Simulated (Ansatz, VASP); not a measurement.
**Sb in VASP and in Ansatz**

File INCAR:

```
PREC = Accurate
ENCUT = 520
EDIFF = 1E-6
ISMEAR = -1
SIGMA = 0.1
LREAL = F
LASPH = T
NELM = 100
ALGO = Normal
ISIF = 2
LWAVE = F
LCHARG = T
GGA = PS
LELF = T
LVHAR = T
NBANDS = 12
```

File KPOINTS:

```
Automatic mesh
0
Gamma
  13 13 9
```

File POSCAR:

```
Sb
1.0
   -2.8810490757      2.8838063179      1.5398237657
    2.8838063179     -2.8810490757      1.5398237657
    2.9154536411      2.9154536411     -1.5347738715
Sb
2
Direct
    0.9999551411      0.0000448589      0.0000000000
    0.7500448589      0.2499551411      0.5000000000
```

Input for Ansatz:

```yaml
crystal:
  lattice:
    - [-2.8810490757, 2.8838063179, 1.5398237657]
    - [2.8838063179, -2.8810490757, 1.5398237657]
    - [2.9154536411, 2.9154536411, -1.5347738715]
  atoms:
    - { symbol: Sb, position: [0.9999551411, 4.48589e-05, 0.0] }
    - { symbol: Sb, position: [0.7500448589, 0.2499551411, 0.5] }
hamiltonian:
  xc: pbesol
  pseudopotentials:
    kind: paw
    azcp:
      Sb: "pseudopotentials/Sb.paw.azcp"
basis:
  ecutwfc: 420
  fft_grid_basis: typed
kpoints:
  mp_grid: { grid: [13, 13, 9], shift: [0, 0, 0] }
magnetization:
  spin_polarized: false
scf:
  occupations: { method: fermi_dirac, width: 0.1 }
  lower_state_search: "off"
output:
  stress: true
```

Alike in both runs: task single point; functional PBEsol; k mesh 13 × 13 × 9; occupations fermi-dirac, width 0.1 eV; no spin polarisation.

|  | VASP | Ansatz |
| --- | --- | --- |
| version | VASP 6.6.1 | Ansatz 0.2.0 |
| potentials or method | VASP PAW PBE potentials, release 64 (Sb), cutoff 520 eV | plane waves (420 eV) with PAW, scalar-relativistic |
| valence electrons in the cell | 10 | 30 |

Ansatz gave:

- pressure (GPa): 6.6
- traceless stress, the component that is largest in VASP (GPa): -0.49

**Question.** Estimate VASP's values.

**Answer.** Pressure (GPa): 6.8; traceless stress, the component that is largest in VASP (GPa): -0.50.

VASP's potentials were made for PBE, not for PBEsol, and Ansatz warns of the same on its side. VASP's potentials hold 10 valence electrons a cell and Ansatz's 30, so a difference there can come from the potentials and not from the codes.

Spin-orbit coupling is off throughout.
